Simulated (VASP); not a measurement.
# Ru in VASP: a series of runs, part 2 of 2

VASP 6.6.1.

## Step 5: Single point, RPBE

This run uses another cell than the first one, of 14.05 Å³/atom, 0.962 times its volume.

Input file INCAR:

```
PREC = Accurate
ENCUT = 500
EDIFF = 1E-6
ISMEAR = -1
SIGMA = 0.1
LREAL = F
LASPH = T
NELM = 120
ALGO = Normal
ISIF = 2
LWAVE = F
LCHARG = F
GGA = RP
NBANDS = 13
GGA_COMPAT = F
```

Input file KPOINTS:

```
regular mesh
0
Gamma
  9 9 9
```

Input file POSCAR:

```
Ru
1.0
    0.0000000000      1.9150000000      1.9150000000
    1.9150000000      0.0000000000      1.9150000000
    1.9150000000      1.9150000000      0.0000000000
Ru
1
Direct
    0.0000000000      0.0000000000      0.0000000000
```

Potentials or basis: VASP PAW PBE potentials, release 64 (Ru_pv).

Run with:

```
$ cat potpaw_PBE.64/Ru_pv/POTCAR > POTCAR
$ mpirun -np 1 vasp_std > vasp.out
```

OUTCAR:

```text
PREC = Accurate
   ENCUT = 500
   EDIFF = 1E-6
   ISMEAR = -1
   LREAL = F
   LASPH = T
   NELM = 120
   ISIF = 2
   GGA = RP

 ion  position               nearest neighbor table
   1  0.000  0.000  0.000-

  LATTYP: Found a face centered cubic cell.
 ALAT       =     3.8300000000

  Lattice vectors:

 A1 = (   0.0000000000,   1.9150000000,   1.9150000000)
 A2 = (   1.9150000000,   0.0000000000,   1.9150000000)
 A3 = (   1.9150000000,   1.9150000000,   0.0000000000)

[... 560 lines left out ...]
     13      26.1967      0.00000

 [... further k-points ...]

------------------------ aborting loop because EDIFF is reached ----------------------------------------

  FORCE on cell =-STRESS in cart. coord.  units (eV):
  Direction    XX          YY          ZZ          XY          YZ          ZX
  --------------------------------------------------------------------------------------
  -------------------------------------------------------------------------------------
  Total       -0.0079972     -0.0079972     -0.0079972     -0.0000000     -0.0000000      0.0000000
  in kB       -0.9122416     -0.9122416     -0.9122416     -0.0000000     -0.0000000      0.0000000
  external PRESSURE =      -0.9122416 kB  Pullay stress =       0.0000000 kB

 VOLUME and BASIS-vectors are now :
 -----------------------------------------------------------------------------
  energy-cutoff  :      500.00
  volume of cell :       14.05
      direct lattice vectors                 reciprocal lattice vectors
     0.000000000  1.915000000  1.915000000    -0.261096606  0.261096606  0.261096606
     1.915000000  0.000000000  1.915000000     0.261096606 -0.261096606  0.261096606
     1.915000000  1.915000000  0.000000000     0.261096606  0.261096606 -0.261096606

 POSITION                                       TOTAL-FORCE (eV/Angst)
 -----------------------------------------------------------------------------------
      0.00000      0.00000      0.00000         0.000000     -0.000000      0.000000
 -----------------------------------------------------------------------------------
    total drift:                               -0.000000     -0.000000     -0.000000

  FREE ENERGIE OF THE ION-ELECTRON SYSTEM (eV)
  ---------------------------------------------------
  free  energy   TOTEN  =        -8.4993276975 eV

  energy  without entropy=       -8.4688738011  energy(sigma->0) =       -8.48410075
```

OSZICAR:

```text
N       E                     dE             d eps       ncg     rms          rms(c)
DAV:   1     0.102217301976E+03    0.10222E+03   -0.81602E+03   918   0.110E+03
DAV:   2    -0.795865990434E+01   -0.11018E+03   -0.10575E+03   975   0.316E+02
DAV:   3    -0.911604607540E+01   -0.11574E+01   -0.11535E+01  1005   0.358E+01
DAV:   4    -0.911949785127E+01   -0.34518E-02   -0.34517E-02  1010   0.210E+00
DAV:   5    -0.911952225107E+01   -0.24400E-04   -0.24400E-04  1035   0.158E-01    0.111E+01
DAV:   6    -0.853668663451E+01    0.58284E+00   -0.95502E-01   925   0.130E+01    0.296E+00
DAV:   7    -0.850228258393E+01    0.34404E-01   -0.63158E-02   970   0.310E+00    0.832E-01
DAV:   8    -0.849928849601E+01    0.29941E-02   -0.35708E-03   925   0.774E-01    0.541E-02
DAV:   9    -0.849932826265E+01   -0.39767E-04   -0.34312E-05  1040   0.775E-02    0.289E-02
DAV:  10    -0.849932769748E+01    0.56517E-06   -0.32315E-06   945   0.223E-02
   1 F= -.84993277E+01 E0= -.84841007E+01  d E =-.304539E-01
```

stdout:

```text
POSCAR found type information on POSCAR Ru
 POSCAR found :  1 types and       1 ions
 scaLAPACK will be used
 -----------------------------------------------------------------------------
|                                                                             |
|                                                                             |
|     You enforced a specific xc type in the INCAR file but a different       |
|     I HOPE YOU KNOW WHAT YOU ARE DOING!                                     |
|                                                                             |
 -----------------------------------------------------------------------------

 LDA part: xc-table for (Slater+PW92), standard interpolation
 POSCAR, INCAR and KPOINTS ok, starting setup
 FFT: planning ... GRIDC
 FFT: planning ... GRID_SOFT
 FFT: planning ... GRID
 WAVECAR not read
 entering main loop
```

Run time: 4.2 s. Hardware: 1 thread of AMD EPYC 7R13 (Zen 3), shared host; peak memory 0.09 GiB.

What came out:

```yaml
Free_energy: -8.4993 eV
Pressure: -0.1 GPa
Band_gap_on_the_k_mesh: zero (band 7 reaches 14.12 eV, above the bottom of band 8 at 11.20 eV)
```

Caveat: the PAW data sets were made with another functional, which shifts forces and pressure a little.

## Step 6: Overview

| level | U | cell | k mesh | cutoff (eV) | smearing | gap on the mesh (eV) | pressure (GPa) |
| --- | --- | --- | --- | --- | --- | --- | --- |
| RPBE+U | Ru d U = 6.0 eV | a = 2.744 Å, angles 60.0°, 1 atom | 12 × 12 × 12 | 520 | tetrahedron | none | -10.9 |
| RPBE+U | Ru d U = 6.0 eV | a = 2.761 Å, angles 60.0°, 1 atom | 12 × 12 × 12 | 520 | tetrahedron | none | -12.2 |
| RPBE+D4+U | Ru d U = 6.0 eV | a = 2.707, b = 2.696, c = 2.689 Å, angles 61.0, 60.5, 60.1°, 1 atom | 12 × 12 × 12 | 520 | gaussian 0.05 eV | none | -16.6 |
| RPBE | - | a = 2.708 Å, angles 60.0°, 1 atom | 9 × 9 × 9 | 500 | fermi-dirac 0.1 eV | none | -0.1 |

Alike in all rows: task single point; potentials or basis VASP PAW PBE potentials, release 64 (Ru_pv); no spin polarisation.

Caveats: the PAW data sets were made with another functional, which shifts forces and pressure a little; U without spin polarisation on a metal has little footing (some runs); the U is typed as a test and isn't derived for this compound (some runs); pairwise dispersion overbinds metals, which lowers pressure and volume (some runs).

Total energies depend on the potentials used, so only differences within one code and one set of settings carry meaning.
